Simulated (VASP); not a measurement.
# CsSc3Fe (Pm-3m) in VASP: notebook

Runs on CsSc3Fe. Level: PBE. Tasks: single point, relaxation of cell and atoms.

Everything below comes from runs of VASP 6.6.1. Logs are shortened: lines on timing, memory, paths and dates and some standing lists are left out, and cuts for length are marked.

### Step 1. The cell of the first run

It takes space group Pm-3m (No. 221, cubic). Conventional cell: a = 5.113 Å, b = 5.113 Å, c = 5.113 Å, α = 90.00°, β = 90.00°, γ = 90.00°. Within 4.8 Å of Cs (site symmetry m-3m) lie 12 Sc at 3.62 Å and 8 Fe at 4.43 Å. Sc (site symmetry 4/mmm) has 2 Fe at 2.56 Å within 3.4 Å. Fe (site symmetry m-3m) has 6 Sc at 2.56 Å within 3.4 Å.

### Step 2. Single point, PBE

Contents of INCAR:

```
  PREC = Accurate
  ENCUT = 520
  EDIFF = 1E-7
  ISMEAR = 0
  SIGMA = 0.1
  LREAL = F
  LASPH = T
  NELM = 80
  ALGO = Fast
  ISIF = 2
  LWAVE = F
  LCHARG = F
  GGA = PE
  NBANDS = 33
```

Contents of KPOINTS:

```
regular mesh
0
Gamma
  4 4 4
```

Contents of POSCAR:

```
CsSc3Fe
1.0
    5.1134621123      0.0000000000      0.0000000000
    0.0000000000      5.1134621123      0.0000000000
    0.0000000000      0.0000000000      5.1134621123
Cs Sc Fe
1 3 1
Direct
    0.0000000000      0.0000000000      0.0000000000
    0.0000000000      0.5000000000      0.5000000000
    0.5000000000      0.0000000000      0.5000000000
    0.5000000000      0.5000000000      0.0000000000
    0.5000000000      0.5000000000      0.5000000000
```

Potentials or basis: VASP PAW PBE potentials, release 64 (Cs_sv, Sc_sv, Fe).

Run with:

```console
$ cat potpaw_PBE.64/Cs_sv/POTCAR potpaw_PBE.64/Sc_sv/POTCAR potpaw_PBE.64/Fe/POTCAR > POTCAR
$ mpirun -np 1 vasp_std > vasp.out
```

OUTCAR:

```text
PREC = Accurate
   ENCUT = 520
   EDIFF = 1E-7
   ISMEAR = 0
   LREAL = F
   LASPH = T
   NELM = 80
   ISIF = 2
   GGA = PE

 ion  position               nearest neighbor table
   1  0.000  0.000  0.000-
   2  0.000  0.500  0.500-   5 2.56   5 2.56
   3  0.500  0.000  0.500-   5 2.56   5 2.56
   4  0.500  0.500  0.000-   5 2.56   5 2.56
   5  0.500  0.500  0.500-   2 2.56   3 2.56   4 2.56   4 2.56   3 2.56   2 2.56

  LATTYP: Found a simple cubic cell.
 ALAT       =     5.1134621123

  Lattice vectors:

 A1 = (   5.1134621123,   0.0000000000,   0.0000000000)
 A2 = (   0.0000000000,   5.1134621123,   0.0000000000)
 A3 = (   0.0000000000,   0.0000000000,   5.1134621123)

Analysis of symmetry for initial positions (statically):
=====================================================================
 Subroutine PRICEL returns:
 Original cell was already a primitive cell.

 Routine SETGRP: Setting up the symmetry group for a
 simple cubic supercell.

 Subroutine GETGRP returns: Found 48 space group operations
 (whereof 48 operations were pure point group operations)
 out of a pool of 48 trial point group operations.

The static configuration has the point symmetry O_h .

Analysis of symmetry for dynamics (positions and initial velocities):
=====================================================================
 Subroutine PRICEL returns:
 Original cell was already a primitive cell.

 Routine SETGRP: Setting up the symmetry group for a
 simple cubic supercell.

 Subroutine GETGRP returns: Found 48 space group operations
 (whereof 48 operations were pure point group operations)
 out of a pool of 48 trial point group operations.

The dynamic configuration has the point symmetry O_h .

 Subroutine INISYM returns: Found 48 space group operations
 (whereof 48 operations are pure point group operations),
 and found     1 'primitive' translations

----------------------------------------------------------------------------------------

                                     Primitive cell

  volume of cell :     133.7042

  direct lattice vectors                    reciprocal lattice vectors
     5.113462112  0.000000000  0.000000000     0.195562219  0.000000000  0.000000000
     0.000000000  5.113462112  0.000000000     0.000000000  0.195562219  0.000000000
     0.000000000  0.000000000  5.113462112     0.000000000  0.000000000  0.195562219

  length of vectors
     5.113462112  5.113462112  5.113462112     0.195562219  0.195562219  0.195562219

  position of ions in fractional coordinates (direct lattice)
     0.000000000  0.000000000  0.000000000
     0.000000000  0.500000000  0.500000000
     0.500000000  0.000000000  0.500000000
     0.500000000  0.500000000  0.000000000
     0.500000000  0.500000000  0.500000000

  ion indices of the primitive-cell ions
   primitive index   ion index
                 1           1
                 2           2
                 3           3
                 4           4
                 5           5

----------------------------------------------------------------------------------------

 KPOINTS: regular mesh

Automatic generation of k-mesh.
 Grid dimensions read from file:
 generate k-points for:    4    4    4

 Generating k-lattice:

  Cartesian coordinates                     Fractional coordinates (reciprocal lattice)
     0.048890555  0.000000000  0.000000000     0.250000000  0.000000000  0.000000000
     0.000000000  0.048890555  0.000000000     0.000000000  0.250000000  0.000000000
     0.000000000  0.000000000  0.048890555     0.000000000  0.000000000  0.250000000

  Length of vectors
     0.048890555  0.048890555  0.048890555

  Shift w.r.t. Gamma in fractional coordinates (k-lattice)
     0.000000000  0.000000000  0.000000000

 Subroutine IBZKPT returns following result:
 ===========================================

 Found     10 irreducible k-points:

 Following reciprocal coordinates:
            Coordinates               Weight
  0.000000  0.000000  0.000000      1.000000
  0.250000  0.000000  0.000000      6.000000
  0.500000  0.000000  0.000000      3.000000
  0.250000  0.250000  0.000000     12.000000
  0.500000  0.250000  0.000000     12.000000
  0.500000  0.500000  0.000000      3.000000
  0.250000  0.250000  0.250000      8.000000
  0.500000  0.250000  0.250000     12.000000
  0.500000  0.500000  0.250000      6.000000
  0.500000  0.500000  0.500000      1.000000
   k-points           NKPTS =     10   k-points in BZ     NKDIM =     10   number of bands    NBANDS=     33
   number of dos      NEDOS =    301   number of ions     NIONS =      5
   total plane-waves  NPLWV =  64000
   dimension x,y,z NGX =    40 NGY =   40 NGZ =   40
   dimension x,y,z NGXF=    80 NGYF=   80 NGZF=   80
   ions per type =               1   3   1
   NGX,Y,Z   is equivalent  to a cutoff of  13.00, 13.00, 13.00 a.u.
   NGXF,Y,Z  is equivalent  to a cutoff of  26.01, 26.01, 26.01 a.u.
 SYSTEM =  unknown system
   PREC   = accura    normal or accurate (medium, high low for compatibility)
   ISTART =      0    job   : 0-new  1-cont  2-samecut
   ICHARG =      2    charge: 1-file 2-atom 10-const
   ISPIN  =      1    spin polarized calculation?
   LNONCOLLINEAR =      F non collinear calculations
   LSORBIT =      F    spin-orbit coupling
   LASPH  =      T    aspherical Exc in radial PAW
   ENCUT  =  520.0 eV  38.22 Ry    6.18 a.u.   9.51  9.51  9.51*2*pi/ulx,y,z
   NELM   =     80;   NELMIN=  2; NELMDL= -5     # of ELM steps
   EDIFF  = 0.1E-06   stopping-criterion for ELM
   LREAL  =      F    real-space projection
   EDIFFG = 0.1E-05   stopping-criterion for IOM
   NSW    =      0    number of steps for IOM
   IBRION =     -1    ionic relax: 0-MD 1-quasi-New 2-CG
   NFREE  =      0    steps in history (QN), initial steepest desc. (CG)
   ISIF   =      2    stress and relaxation
   ISYM   =      2    0-nonsym 1-usesym 2-fastsym
   POTIM  = 0.5000    time-step for ionic-motion
   TEBEG  =    0.0;   TEEND  =   0.0 temperature during run
   PSTRESS=    0.0 pullay stress
   NELECT =      50.0000    total number of electrons
   NUPDOWN=      -1.0000    fix difference up-down
   EMIN   =  10.00;   EMAX   =-10.00  energy-range for DOS
   EFERMI =   0.00;   METHOD = LEGACY
   ISMEAR =     0;   SIGMA  =   0.10  broadening in eV -4-tet -1-fermi 0-gaus
   EFERMI_NEDOS =   21; number of points for ismear=-14 and -15
   IALGO  =     68    algorithm
   IMIX   =      4    mixing-type and parameters
     AMIX     =   0.40;   BMIX     =  1.00
     AMIX_MAG =   1.60;   BMIX_MAG =  1.00
  volume/ion in A,a.u.               =      26.74       180.46
  Fermi-wavevector in a.u.,A,eV,Ry     =   1.179460  2.228856 18.927409  1.391125
  Thomas-Fermi vector in A             =   2.315770
   LORBIT       =      0    0 simple, 1 ext, 2 COOP (PROOUT), +10 PAW based schemes
   GGA     = PE    functional components
   LHFCALC =     F    Hartree Fock is set to
   AEXX    =    0.0000 exact exchange contribution
   IVDW    =     0    specifies the selected vdW correction
   LEPSILON=     F    determine dielectric tensor
   LRPA    =     F    only Hartree local field effects (RPA)
 non-spin polarized calculation
 RMM-DIIS sequential band-by-band and
 Gauss-broadening in eV      SIGMA  =   0.10
  energy-cutoff  :      520.00
  volume of cell :      133.70
 maximum number of plane-waves:      3695
 NGX is ok and might be reduce to    40
   NGX = 19   NGY = 19   NGZ = 19

 number of electron      49.9999992 magnetization

 Free energy of the ion-electron system (eV)
  ---------------------------------------------------
  ext. energy  EPLUGINS =         0.00000000
  ---------------------------------------------------
  free energy    TOTEN  =       -25.79777060 eV

  energy without entropy =      -25.77046423  energy(sigma->0) =      -25.78411742

 E-fermi :   3.4937     XC(G=0):  -9.5775

 val. band max:        3.4538230413   @ k =   0.5000   0.2500   0.0000
 cond. band min:       3.5038805212   @ k =   0.5000   0.0000   0.0000
 fundamental gap:      0.0500574799
 Fermi energy:         3.4936563782

 k-point     1 :       0.0000    0.0000    0.0000
  band No.  band energies     occupation
      1     -46.2565      2.00000
      2     -46.2408      2.00000
      3     -46.2408      2.00000
      4     -25.0076      2.00000
      5     -25.0076      2.00000
      6     -25.0076      2.00000
[... 25 lines left out ...]
     32       5.7638      0.00000
     33       5.7640      0.00000

 k-point     2 :       0.2500    0.0000    0.0000
  band No.  band energies     occupation
      1     -46.2544      2.00000
      2     -46.2425      2.00000
      3     -46.2408      2.00000
      4     -25.0057      2.00000
      5     -25.0037      2.00000
      6     -25.0037      2.00000
[... 25 lines left out ...]
     32       5.6839      0.00000
     33       5.8548      0.00000

 k-point     3 :       0.5000    0.0000    0.0000
  band No.  band energies     occupation
      1     -46.2512      2.00000
      2     -46.2452      2.00000
      3     -46.2408      2.00000
      4     -25.0038      2.00000
      5     -24.9967      2.00000
      6     -24.9967      2.00000
[... 25 lines left out ...]
     32       5.2602      0.00000
     33       5.5279      0.00000

 k-point     4 :       0.2500    0.2500    0.0000
  band No.  band energies     occupation
      1     -46.2525      2.00000
      2     -46.2430      2.00000
      3     -46.2418      2.00000
      4     -25.0186      2.00000
      5     -25.0008      2.00000
      6     -24.9977      2.00000
[... 169 lines left out ...]
     32       5.3869      0.00000
     33       5.5482      0.00000

 k-point     9 :       0.5000    0.5000    0.2500
  band No.  band energies     occupation
      1     -46.2456      2.00000
      2     -46.2452      2.00000
      3     -46.2452      2.00000
      4     -25.0370      2.00000
      5     -25.0239      2.00000
      6     -25.0239      2.00000
[... 25 lines left out ...]
     32       4.9675      0.00000
     33       5.4827      0.00000

 k-point    10 :       0.5000    0.5000    0.5000
  band No.  band energies     occupation
      1     -46.2451      2.00000
      2     -46.2451      2.00000
      3     -46.2451      2.00000
      4     -25.0363      2.00000
      5     -25.0363      2.00000
      6     -25.0363      2.00000
[... 25 lines left out ...]
     32       4.8021      0.00000
     33       5.9018      0.00000

------------------------ aborting loop because EDIFF is reached ----------------------------------------

  FORCE on cell =-STRESS in cart. coord.  units (eV):
  Direction    XX          YY          ZZ          XY          YZ          ZX
  --------------------------------------------------------------------------------------
  -------------------------------------------------------------------------------------
  Total        0.2717283      0.2717283      0.2717283      0.0000000     -0.0000000      0.0000000
  in kB        3.2561192      3.2561192      3.2561192      0.0000000     -0.0000000      0.0000000
  external PRESSURE =       3.2561192 kB  Pullay stress =       0.0000000 kB

 VOLUME and BASIS-vectors are now :
 -----------------------------------------------------------------------------
  energy-cutoff  :      520.00
  volume of cell :      133.70
      direct lattice vectors                 reciprocal lattice vectors
     5.113462112  0.000000000  0.000000000     0.195562219  0.000000000  0.000000000
     0.000000000  5.113462112  0.000000000     0.000000000  0.195562219  0.000000000
     0.000000000  0.000000000  5.113462112     0.000000000  0.000000000  0.195562219

 POSITION                                       TOTAL-FORCE (eV/Angst)
 -----------------------------------------------------------------------------------
      0.00000      0.00000      0.00000         0.000000      0.000000      0.000000
      0.00000      2.55673      2.55673         0.000000      0.000000      0.000000
      2.55673      0.00000      2.55673         0.000000      0.000000      0.000000
      2.55673      2.55673      0.00000         0.000000      0.000000      0.000000
      2.55673      2.55673      2.55673         0.000000      0.000000      0.000000
 -----------------------------------------------------------------------------------
    total drift:                               -0.000000     -0.000000     -0.000000

  FREE ENERGIE OF THE ION-ELECTRON SYSTEM (eV)
  ---------------------------------------------------
  free  energy   TOTEN  =       -25.7977706024 eV

  energy  without entropy=      -25.7704642331  energy(sigma->0) =      -25.78411742
```

It took 51 s on 1 thread of Intel Xeon 6975P-C (Granite Rapids), shared host; peak memory 0.26 GiB.

What came out:

```
Free energy            : -25.7978 eV
Pressure               : 0.3 GPa
Band gap on the k mesh : zero (filled and empty bands touch)
```

Levels at points of the mesh, in eV from the Fermi level:
| k point | band 22 | band 23 | band 24 | band 25 | band 26 | band 27 | band 28 | band 29 |
| --- | --- | --- | --- | --- | --- | --- | --- | --- |
| (0.00, 0.00, 0.00) | -1.59 | -0.90 | -0.90 | -0.89 | 1.01 | 1.01 | 1.01 | 1.66 |
| (0.50, 0.00, 0.00) | -1.21 | -0.59 | -0.38 | 0.01 | 0.01 | 0.11 | 0.84 | 1.13 |
| (0.50, 0.50, 0.00) | -1.04 | -0.85 | -0.39 | -0.13 | 0.72 | 0.75 | 0.75 | 1.19 |
| (0.50, 0.50, 0.50) | -0.74 | -0.74 | -0.34 | -0.34 | 0.03 | 1.10 | 1.10 | 1.10 |

Caveat: spin-orbit coupling is left out, which moves the levels of the heavy elements.

### Step 3. Single point, PBE

This run uses another cell than the first one, of 26.92 Å³/atom, 1.007 times its volume.

Contents of INCAR:

```
SYSTEM = CsSc3Fe
  ALGO = Fast
  EDIFF = 1E-7
  ENCUT = 520
  GGA = PE
  ISIF = 2
  ISMEAR = 0
  LASPH = .TRUE.
  LCHARG = .TRUE.
  LELF = .TRUE.
  LREAL = .FALSE.
  LVHAR = .TRUE.
  LWAVE = .FALSE.
  NBANDS = 33
  NELM = 80
  PREC = Accurate
  SIGMA = 0.1
```

Contents of KPOINTS:

```
k-points
0
G
  8 8 8
  0 0 0
```

POSCAR: that of step 2 with these lines changed.

```diff
@@ -2,5 +2,5 @@
 1.0
-    5.1134621123      0.0000000000      0.0000000000
-    0.0000000000      5.1134621123      0.0000000000
-    0.0000000000      0.0000000000      5.1134621123
+    5.1249314574      0.0000000000      0.0000000000
+    0.0000000000      5.1249314574      0.0000000000
+    0.0000000000      0.0000000000      5.1249314574
 Cs Sc Fe
```

Potentials or basis: VASP PAW PBE potentials, release 64 (Cs_sv, Sc_sv, Fe).

Run with:

```console
$ cat potpaw_PBE.64/Cs_sv/POTCAR potpaw_PBE.64/Sc_sv/POTCAR potpaw_PBE.64/Fe/POTCAR > POTCAR
$ mpirun -np 1 vasp_std > vasp.out
```

Run time: 3.1 min. Hardware: 1 thread of Intel Xeon 6975P-C (Granite Rapids), shared host; peak memory 0.35 GiB.

The run converged. Its results:

```yaml
Free_energy: -25.7800 eV
Pressure: 0.1 GPa
Band_gap_on_the_k_mesh: zero (band 25 reaches 3.46 eV, above the bottom of band 26 at 3.45 eV)
```

Levels at points of the mesh, in eV from the Fermi level:
```csv
k point,band 22,band 23,band 24,band 25,band 26,band 27,band 28,band 29
"(0.00, 0.00, 0.00)",-1.58,-0.90,-0.90,-0.90,1.00,1.00,1.00,1.63
"(0.50, 0.00, 0.00)",-1.21,-0.60,-0.37,0.00,0.00,0.11,0.84,1.11
"(0.50, 0.50, 0.00)",-1.06,-0.85,-0.40,-0.13,0.71,0.75,0.75,1.17
"(0.50, 0.50, 0.50)",-0.74,-0.74,-0.35,-0.35,0.03,1.09,1.09,1.09
```

Caveat: spin-orbit coupling is left out, which moves the levels of the heavy elements. Spin polarisation is off, so any magnetic state and its effect on volume and gap are missing.

### Step 4. Relaxation of cell and atoms, PBE

This run uses another cell than the first one, of 21.66 Å³/atom, 0.810 times its volume.

Contents of INCAR:

```
PREC = Accurate
ENCUT = 600
EDIFF = 1E-6
ISMEAR = 0
SIGMA = 0.1
LREAL = F
LASPH = T
NELM = 100
ALGO = Fast
ISIF = 3
LWAVE = F
LCHARG = F
GGA = PE
IBRION = 2
NSW = 90
EDIFFG = -0.04
```

Contents of KPOINTS:

```
Automatic mesh
0
Gamma
  4 4 4
```

POSCAR: that of step 3 with these lines changed.

```diff
@@ -2,5 +2,5 @@
 1.0
-    5.1249314574      0.0000000000      0.0000000000
-    0.0000000000      5.1249314574      0.0000000000
-    0.0000000000      0.0000000000      5.1249314574
+    4.7668282296      0.0000000000      0.0000000000
+    0.0000000000      4.7668282296      0.0000000000
+    0.0000000000      0.0000000000      4.7668282296
 Cs Sc Fe
```

Run with:

```console
$ cat potpaw_PBE.64/Cs_sv/POTCAR potpaw_PBE.64/Sc_sv/POTCAR potpaw_PBE.64/Fe/POTCAR > POTCAR
$ mpirun -np 1 vasp_std > vasp.out
```

It took 1.9 min on 1 thread of Intel Xeon 6975P-C (Granite Rapids), shared host; peak memory 0.27 GiB.

Results (log left out):

| Item | Value |
| --- | --- |
| Free energy | -25.7937 eV |
| Relaxed volume | 26.88 Å³/atom |
| Relaxed cell | a = 5.122 Å, b = 5.122 Å, c = 5.122 Å, α = 90.00°, β = 90.00°, γ = 90.00° |
| Space group after relaxing (to 0.05 Å) | Pm-3m (No. 221) |
| Energy gained by relaxing | 185.9 meV/atom |
| Ionic steps | 3 |
| Pressure after relaxing | 0.1 GPa |
| Band gap on the k mesh | zero (filled and empty bands touch) |

The path:
| step | energy change (eV) | largest force (eV/Å) | pressure (GPa) | volume (Å³) |
| --- | --- | --- | --- | --- |
| 1 | 0.0000 | 0.0000 | 13.36 | 108.31 |
| 2 | -0.9114 | 0.0000 | -1.29 | 139.17 |
| 3 | -0.9297 | 0.0000 | 0.10 | 134.39 |

Final structure:
```
Cs Sc Fe
1.0
     5.12216    0.00000    0.00000
     0.00000    5.12216    0.00000
     0.00000    0.00000    5.12216
Cs Sc Fe
1 3 1
Cartesian
  0.0000 0.0000 0.0000
  0.0000 2.5611 2.5611
  2.5611 0.0000 2.5611
  2.5611 2.5611 0.0000
  2.5611 2.5611 2.5611
```

Levels at points of the mesh, in eV from the Fermi level:
```csv
k point,band 22,band 23,band 24,band 25,band 26,band 27,band 28,band 29
"(0.00, 0.00, 0.00)",-1.58,-0.90,-0.90,-0.89,1.00,1.00,1.00,1.64
"(0.50, 0.00, 0.00)",-1.21,-0.59,-0.37,0.01,0.01,0.11,0.84,1.12
"(0.50, 0.50, 0.00)",-1.05,-0.85,-0.39,-0.13,0.72,0.75,0.75,1.18
"(0.50, 0.50, 0.50)",-0.73,-0.73,-0.34,-0.34,0.03,1.10,1.11,1.19
```

Caveat: the volume moved by over 15 % at a fixed basis, so the end points are rough; spin-orbit coupling is left out, which moves the levels of the heavy elements. Spin polarisation is off, so any magnetic state and its effect on volume and gap are missing.

### Step 5. Overview

```tsv
task	cell	k mesh	cutoff (eV)	gap on the mesh (eV)	pressure (GPa)
single point	a = 5.113 Å, 5 atoms	4 × 4 × 4	520	none	0.3
single point	a = 5.125 Å, 5 atoms	8 × 8 × 8	520	none	0.1
relaxation of cell and atoms	relaxed from a = 4.767 Å, 5 atoms	4 × 4 × 4	600	none	0.1
```

Alike in all rows: level PBE; potentials or basis VASP PAW PBE potentials, release 64 (Cs_sv, Sc_sv, Fe); no spin polarisation; smearing gaussian 0.1 eV.

Caveats: spin-orbit coupling is left out, which moves the levels of the heavy elements; the volume moved by over 15 % at a fixed basis, so the end points are rough (some runs).

Total energies depend on the potentials used, so only differences within one code and one set of settings carry meaning.
